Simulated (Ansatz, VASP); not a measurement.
## Two plane-wave programs on BeB

```
Be B
1.0
     1.96139    0.00000    0.00000
    -0.98069    1.69861    0.00000
     0.00000    0.00000    5.06949
Be B
1 1
Direct
  0.00000 0.00000 0.50000
  0.00000 0.00000 0.00000
```

Alike in both runs: functional PBE; k mesh 33 × 33 × 10; occupations gaussian, width 0.1 eV; no spin polarisation.

Ansatz relaxed the structure, and its values are those at the end. VASP's run is a single point on that final structure, the one shown.

|  | VASP | Ansatz |
| --- | --- | --- |
| version | VASP 6.6.1 | Ansatz 0.2.0 |
| potentials or method | VASP PAW PBE potentials, release 64 (Be, B), cutoff 520 eV | scalar-relativistic, plane waves, PAW |
| valence electrons in the cell | 5 | 5 |

|  | VASP | Ansatz | Ansatz less VASP |
| --- | --- | --- | --- |
| gap on the k mesh at the Fermi level (eV) | none | none | - |
| pressure (GPa) | 0.0 | 0.0 | -0.05 |

A gap of «none» marks a metal or a gap that the smearing closes.
